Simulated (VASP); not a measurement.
Set up this calculation in VASP 6.6.1, as the native input.

| Item | Value |
| --- | --- |
| Task | relaxation of cell and atoms |
| Functional | LDA |
| Potentials or basis | VASP PAW LDA potentials, release 64 (Sc_sv) |
| Cutoff | 600 eV |
| k mesh | 18 × 18 × 18 |
| Occupations | fermi-dirac, width 0.08 eV |
| Spin | no spin polarisation |
| Target pressure | 61 GPa |
| Dipole correction | no |
| Further INCAR settings | ALGO = Normal; EDIFF = 1e-06; IBRION = 2; EDIFFG = -0.005; NSW = 32; ISIF = 3 |

The structure of Sc lies in POSCAR:

```
Sc
1.0
   -1.5052488910      1.5052488910      1.5052488910
    1.5052488910     -1.5052488910      1.5052488910
    1.5052488910      1.5052488910     -1.5052488910
Sc
1
Direct
    0.0000000000      0.0000000000      0.0000000000
```

This isn't the form of Sc at room conditions, which is hcp.

The input as run:

INCAR

```
SYSTEM = Sc
PREC = Accurate ; ENCUT = 600
EDIFF = 1E-6 ; ISMEAR = -1
SIGMA = 0.08 ; LREAL = .FALSE.
LASPH = .TRUE. ; NELM = 60
ALGO = Normal ; ISIF = 3
LWAVE = .FALSE. ; LCHARG = .FALSE.
IBRION = 2 ; NSW = 32
EDIFFG = -0.005 ; PSTRESS = 610.0
```

KPOINTS

```
regular mesh
0
G
  18 18 18
  0 0 0
```

Potentials or basis: VASP PAW LDA potentials, release 64 (Sc_sv).

Launch:

```sh
$ cat potpaw_LDA.64/Sc_sv/POTCAR > POTCAR
$ mpirun -np 1 vasp_std > vasp.out
```

Results of the run:

| Quantity | Value |
| --- | --- |
| Relaxed volume | 13.70 Å³/atom |
| Relaxed cell | a = 2.611 Å, b = 2.611 Å, c = 2.611 Å, α = 109.47°, β = 109.47°, γ = 109.47° |
| Space group after relaxing (to 0.1 Å) | Im-3m (No. 229) |
| Energy change on relaxing (the run minimises the enthalpy) | -23.2 meV/atom |
| Ionic steps | 3 |
| Pressure after relaxing | 61.0 GPa |
| Band gap on the k mesh | zero (an odd number of electrons rules out a gap without spin polarisation) |

Caveat: the cell is relaxed towards a set pressure, so the run minimises the enthalpy, not the energy.

Wall time 49 s on 1 thread of AMD EPYC 7R43 64-Core Processor (Zen 3) (shared host), peak memory 0.12 GiB.
